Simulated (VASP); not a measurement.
# LiCl (Fm-3m) in VASP: further runs

Runs on LiCl. Level: PBE. Tasks: single point, relaxation of the atoms.

Program: VASP 6.6.1. These are calculated values, not measurements. Logs are shortened: lines on timing, memory, paths and dates and some standing lists are left out, and cuts for length are marked.

## Step 1: The cell of the first run

It takes space group Fm-3m (No. 225, cubic). The conventional cell has a = 5.130 Å, b = 5.130 Å, c = 5.130 Å, α = 90.00°, β = 90.00°, γ = 90.00°. Within 3.4 Å of Li (site symmetry m-3m) lie 6 Cl at 2.56 Å. Within 3.4 Å of Cl (site symmetry m-3m) lie 6 Li at 2.56 Å.

## Step 2: Single point, PBE

Contents of INCAR:

```
PREC     = Accurate       # precision mode
ENCUT    = 520            # plane-wave cutoff, eV
EDIFF    = 1E-6           # SCF threshold, eV
ISMEAR   = -1             # smearing method
SIGMA    = 0.02           # smearing width, eV
LREAL    = F              # projectors in reciprocal space
LASPH    = T              # aspherical terms in the spheres
NELM     = 80             # most SCF steps
ALGO     = Normal         # electronic algorithm
ISIF     = 2              # what is computed and relaxed
LWAVE    = F              # write WAVECAR
LCHARG   = F              # write CHGCAR
GGA      = PE             # functional
NBANDS   = 12             # bands
```

Contents of KPOINTS:

```
regular mesh
0
Gamma
  9 9 9
```

Contents of POSCAR:

```
LiCl
1.0
    0.0000000000      2.5647700000      2.5647700000
    2.5647700000      0.0000000000      2.5647700000
    2.5647700000      2.5647700000      0.0000000000
Li Cl
1 1
Direct
    0.0000000000      0.0000000000      0.0000000000
    0.5000000000      0.5000000000      0.5000000000
```

Potentials or basis: VASP PAW PBE potentials, release 64 (Li_sv, Cl).

On the command line:

```
cat potpaw_PBE.64/Li_sv/POTCAR potpaw_PBE.64/Cl/POTCAR > POTCAR
mpirun -np 1 vasp_std > vasp.out
```

OUTCAR:

```text
PREC = Accurate
   ENCUT = 520
   EDIFF = 1E-6
   ISMEAR = -1
   LREAL = F
   LASPH = T
   NELM = 80
   ISIF = 2
   GGA = PE

 ion  position               nearest neighbor table
   1  0.000  0.000  0.000-   2 2.56   2 2.56   2 2.56   2 2.56   2 2.56   2 2.56
   2  0.500  0.500  0.500-   1 2.56   1 2.56   1 2.56   1 2.56   1 2.56   1 2.56

  LATTYP: Found a face centered cubic cell.
 ALAT       =     5.1295400000

  Lattice vectors:

 A1 = (   0.0000000000,   2.5647700000,   2.5647700000)
 A2 = (   2.5647700000,   0.0000000000,   2.5647700000)
 A3 = (   2.5647700000,   2.5647700000,   0.0000000000)

Analysis of symmetry for initial positions (statically):
=====================================================================
 Subroutine PRICEL returns:
 Original cell was already a primitive cell.

 Routine SETGRP: Setting up the symmetry group for a
 face centered cubic supercell.

 Subroutine GETGRP returns: Found 48 space group operations
 (whereof 48 operations were pure point group operations)
 out of a pool of 48 trial point group operations.

The static configuration has the point symmetry O_h .

Analysis of symmetry for dynamics (positions and initial velocities):
=====================================================================
 Subroutine PRICEL returns:
 Original cell was already a primitive cell.

 Routine SETGRP: Setting up the symmetry group for a
 face centered cubic supercell.

 Subroutine GETGRP returns: Found 48 space group operations
 (whereof 48 operations were pure point group operations)
 out of a pool of 48 trial point group operations.

The dynamic configuration has the point symmetry O_h .

 Subroutine INISYM returns: Found 48 space group operations
 (whereof 48 operations are pure point group operations),
 and found     1 'primitive' translations

----------------------------------------------------------------------------------------

                                     Primitive cell

  volume of cell :      33.7423

  direct lattice vectors                    reciprocal lattice vectors
     0.000000000  2.564770000  2.564770000    -0.194949255  0.194949255  0.194949255
     2.564770000  0.000000000  2.564770000     0.194949255 -0.194949255  0.194949255
     2.564770000  2.564770000  0.000000000     0.194949255  0.194949255 -0.194949255

  length of vectors
     3.627132518  3.627132518  3.627132518     0.337662014  0.337662014  0.337662014

  position of ions in fractional coordinates (direct lattice)
     0.000000000  0.000000000  0.000000000
     0.500000000  0.500000000  0.500000000

  ion indices of the primitive-cell ions
   primitive index   ion index
                 1           1
                 2           2

----------------------------------------------------------------------------------------

 KPOINTS: regular mesh

Automatic generation of k-mesh.
 Grid dimensions read from file:
 generate k-points for:    9    9    9

 Generating k-lattice:

  Cartesian coordinates                     Fractional coordinates (reciprocal lattice)
    -0.021661028  0.021661028  0.021661028     0.111111111  0.000000000  0.000000000
     0.021661028 -0.021661028  0.021661028     0.000000000  0.111111111  0.000000000
     0.021661028  0.021661028 -0.021661028     0.000000000  0.000000000  0.111111111

  Length of vectors
     0.037518002  0.037518002  0.037518002

  Shift w.r.t. Gamma in fractional coordinates (k-lattice)
     0.000000000  0.000000000  0.000000000

 Subroutine IBZKPT returns following result:
 ===========================================

 Found     35 irreducible k-points:

 Following reciprocal coordinates:
            Coordinates               Weight
  0.000000  0.000000  0.000000      1.000000
  0.111111  0.000000  0.000000      8.000000
  0.222222  0.000000  0.000000      8.000000
  0.333333  0.000000  0.000000      8.000000
  0.444444  0.000000  0.000000      8.000000
  0.111111  0.111111  0.000000      6.000000
[... 16 lines left out ...]
 -0.333333  0.333333  0.000000     12.000000
  0.444444  0.444444  0.000000      6.000000
 [... further k-points ...]
   k-points           NKPTS =     35   k-points in BZ     NKDIM =     35   number of bands    NBANDS=     12
   number of dos      NEDOS =    301   number of ions     NIONS =      2
   total plane-waves  NPLWV =  21952
   dimension x,y,z NGX =    28 NGY =   28 NGZ =   28
   dimension x,y,z NGXF=    56 NGYF=   56 NGZF=   56
   ions per type =               1   1
   NGX,Y,Z   is equivalent  to a cutoff of  12.83, 12.83, 12.83 a.u.
   NGXF,Y,Z  is equivalent  to a cutoff of  25.67, 25.67, 25.67 a.u.
 SYSTEM =  unknown system
   PREC   = accura    normal or accurate (medium, high low for compatibility)
   ISTART =      0    job   : 0-new  1-cont  2-samecut
   ICHARG =      2    charge: 1-file 2-atom 10-const
   ISPIN  =      1    spin polarized calculation?
   LNONCOLLINEAR =      F non collinear calculations
   LSORBIT =      F    spin-orbit coupling
   LASPH  =      T    aspherical Exc in radial PAW
   ENCUT  =  520.0 eV  38.22 Ry    6.18 a.u.   6.74  6.74  6.74*2*pi/ulx,y,z
   NELM   =     80;   NELMIN=  2; NELMDL= -5     # of ELM steps
   EDIFF  = 0.1E-05   stopping-criterion for ELM
   LREAL  =      F    real-space projection
   EDIFFG = 0.1E-04   stopping-criterion for IOM
   NSW    =      0    number of steps for IOM
   IBRION =     -1    ionic relax: 0-MD 1-quasi-New 2-CG
   NFREE  =      0    steps in history (QN), initial steepest desc. (CG)
   ISIF   =      2    stress and relaxation
   ISYM   =      2    0-nonsym 1-usesym 2-fastsym
   POTIM  = 0.5000    time-step for ionic-motion
   TEBEG  =    0.0;   TEEND  =   0.0 temperature during run
   PSTRESS=    0.0 pullay stress
   NELECT =      10.0000    total number of electrons
   NUPDOWN=      -1.0000    fix difference up-down
   EMIN   =  10.00;   EMAX   =-10.00  energy-range for DOS
   EFERMI =   0.00;   METHOD = LEGACY
   ISMEAR =    -1;   SIGMA  =   0.02  broadening in eV -4-tet -1-fermi 0-gaus
   EFERMI_NEDOS =   21; number of points for ismear=-14 and -15
   IALGO  =     38    algorithm
   IMIX   =      4    mixing-type and parameters
     AMIX     =   0.40;   BMIX     =  1.00
     AMIX_MAG =   1.60;   BMIX_MAG =  1.00
  volume/ion in A,a.u.               =      16.87       113.85
  Fermi-wavevector in a.u.,A,eV,Ry     =   1.091482  2.062601 16.209056  1.191332
  Thomas-Fermi vector in A             =   2.227728
   LORBIT       =      0    0 simple, 1 ext, 2 COOP (PROOUT), +10 PAW based schemes
   GGA     = PE    functional components
   LHFCALC =     F    Hartree Fock is set to
   AEXX    =    0.0000 exact exchange contribution
   IVDW    =     0    specifies the selected vdW correction
   LEPSILON=     F    determine dielectric tensor
   LRPA    =     F    only Hartree local field effects (RPA)
 non-spin polarized calculation
  energy-cutoff  :      520.00
  volume of cell :       33.74
 maximum number of plane-waves:       922
   NGX = 13   NGY = 13   NGZ = 13

 number of electron      10.0000005 magnetization

 Free energy of the ion-electron system (eV)
  ---------------------------------------------------
  ext. energy  EPLUGINS =         0.00000000
  ---------------------------------------------------
  free energy    TOTEN  =        -7.38575089 eV

  energy without entropy =       -7.38575089  energy(sigma->0) =       -7.38575089

 E-fermi :   1.0922     XC(G=0):  -8.7308

 val. band max:        0.5793941027   @ k =   0.0000   0.0000   0.0000
 cond. band min:       6.9203722897   @ k =   0.0000   0.0000   0.0000
 fundamental gap:      6.3409781870
 Fermi energy:         1.0921942238

 k-point     1 :       0.0000    0.0000    0.0000
  band No.  band energies     occupation
      1     -42.9431      2.00000
      2     -12.8172      2.00000
      3       0.5794      2.00000
      4       0.5794      2.00000
      5       0.5794      2.00000
      6       6.9204      0.00000
      7      12.5179      0.00000
      8      12.5179      0.00000
      9      12.5179      0.00000
     10      15.1081      0.00000
     11      15.1095      0.00000
     12      15.1507      0.00000

 k-point     2 :       0.1111    0.0000    0.0000
  band No.  band energies     occupation
      1     -42.9429      2.00000
      2     -12.7571      2.00000
      3       0.1538      2.00000
      4       0.5465      2.00000
      5       0.5465      2.00000
      6       7.3003      0.00000
      7      11.8397      0.00000
      8      12.4846      0.00000
      9      12.4846      0.00000
     10      13.7246      0.00000
     11      13.7246      0.00000
     12      15.5078      0.00000

 k-point     3 :       0.2222    0.0000    0.0000
  band No.  band energies     occupation
      1     -42.9421      2.00000
      2     -12.5980      2.00000
      3      -0.7599      2.00000
      4       0.4670      2.00000
      5       0.4670      2.00000
      6       7.7881      0.00000
      7      11.4498      0.00000
      8      11.5351      0.00000
      9      11.5352      0.00000
     10      14.2254      0.00000
     11      14.2254      0.00000
     12      16.0064      0.00000
[... 286 lines left out ...]
 k-point    23 :      -0.3333    0.3333    0.0000
  band No.  band energies     occupation
      1     -42.9398      2.00000
      2     -12.0737      2.00000
      3      -1.6002      2.00000
      4      -1.4487      2.00000
      5      -0.0669      2.00000
      6       8.7208      0.00000
      7      11.1712      0.00000
      8      11.5293      0.00000
      9      11.5892      0.00000
     10      15.1118      0.00000
     11      16.6694      0.00000
     12      18.9917      0.00000

 k-point    24 :       0.4444    0.4444    0.0000
  band No.  band energies     occupation
      1     -42.9398      2.00000
      2     -12.0333      2.00000
      3      -2.2292      2.00000
      4      -0.4920      2.00000
      5      -0.4920      2.00000
      6       8.5227      0.00000
      7       8.9362      0.00000
      8      12.7396      0.00000
      9      14.5460      0.00000
     10      14.5461      0.00000
     11      17.4935      0.00000
     12      19.3285      0.00000

 [... further k-points ...]

------------------------ aborting loop because EDIFF is reached ----------------------------------------

  FORCE on cell =-STRESS in cart. coord.  units (eV):
  Direction    XX          YY          ZZ          XY          YZ          ZX
  --------------------------------------------------------------------------------------
  -------------------------------------------------------------------------------------
  Total        0.0634014      0.0634014      0.0634014      0.0000000      0.0000000      0.0000000
  in kB        3.0104673      3.0104673      3.0104673      0.0000000      0.0000000      0.0000000
  external PRESSURE =       3.0104673 kB  Pullay stress =       0.0000000 kB

 VOLUME and BASIS-vectors are now :
 -----------------------------------------------------------------------------
  energy-cutoff  :      520.00
  volume of cell :       33.74
      direct lattice vectors                 reciprocal lattice vectors
     0.000000000  2.564770000  2.564770000    -0.194949255  0.194949255  0.194949255
     2.564770000  0.000000000  2.564770000     0.194949255 -0.194949255  0.194949255
     2.564770000  2.564770000  0.000000000     0.194949255  0.194949255 -0.194949255

 POSITION                                       TOTAL-FORCE (eV/Angst)
 -----------------------------------------------------------------------------------
      0.00000      0.00000      0.00000         0.000000      0.000000     -0.000000
      2.56477      2.56477      2.56477        -0.000000     -0.000000      0.000000
 -----------------------------------------------------------------------------------
    total drift:                                0.000000      0.000000      0.000000

  FREE ENERGIE OF THE ION-ELECTRON SYSTEM (eV)
  ---------------------------------------------------
  free  energy   TOTEN  =        -7.3857508940 eV

  energy  without entropy=       -7.3857508940  energy(sigma->0) =       -7.38575089
```

Wall time 6 s (1 thread of Intel Xeon 6975P-C (Granite Rapids), shared host); peak memory 0.15 GiB.

What came out:

| Quantity | Value |
| --- | --- |
| Free energy | -7.3858 eV |
| Band gap on the k mesh | 6.34 eV, direct |

Caveat: the cutoff is under 1.25 times the usual one of these potentials, so pressure, stress and relaxed cells hold a basis-set (Pulay) error. A k mesh can miss the band edges.

## Step 3: Relaxation of the atoms, PBE

Contents of INCAR:

```
SYSTEM = LiCl
PREC = Accurate
ENCUT = 520
EDIFF = 1E-6
ISMEAR = -1
SIGMA = 0.02
LREAL = .FALSE.
LASPH = .TRUE.
NELM = 100
ALGO = Normal
ISIF = 2
LWAVE = .FALSE.
LCHARG = .FALSE.
GGA = PE
IBRION = 2
NSW = 80
EDIFFG = -0.02
```

Contents of KPOINTS:

```
regular mesh
0
G
  9 9 9
  0 0 0
```

POSCAR is that of step 2.

Potentials or basis: VASP PAW PBE potentials, release 64 (Li_sv, Cl).

On the command line:

```
cat potpaw_PBE.64/Li_sv/POTCAR potpaw_PBE.64/Cl/POTCAR > POTCAR
mpirun -np 1 vasp_std > vasp.out
```

Run time: 4.9 s. Hardware: 1 thread of Intel Xeon 6975P-C (Granite Rapids), shared host; peak memory 0.15 GiB.

The run converged. Its results:

```
Free energy            : -7.3858 eV
Band gap on the k mesh : 6.34 eV, direct
```

Final structure:
```
CELL_PARAMETERS angstrom
0.00000 2.56477 2.56477
2.56477 0.00000 2.56477
2.56477 2.56477 0.00000
ATOMIC_POSITIONS crystal
Li 0.00000 0.00000 0.00000
Cl 0.50000 0.50000 0.50000
```

Levels at points of the mesh, in eV from the valence-band top:
```csv
k point,band 2,band 3,band 4,band 5,band 6,band 7,band 8,band 9
"(0.00, 0.00, 0.00)",-13.40,0.00,0.00,0.00,6.34,11.94,11.94,11.94
```

Caveat: the cutoff is under 1.25 times the usual one of these potentials, so pressure, stress and relaxed cells hold a basis-set (Pulay) error; the relaxation stopped at its first step, so nothing moved. A k mesh can miss the band edges.
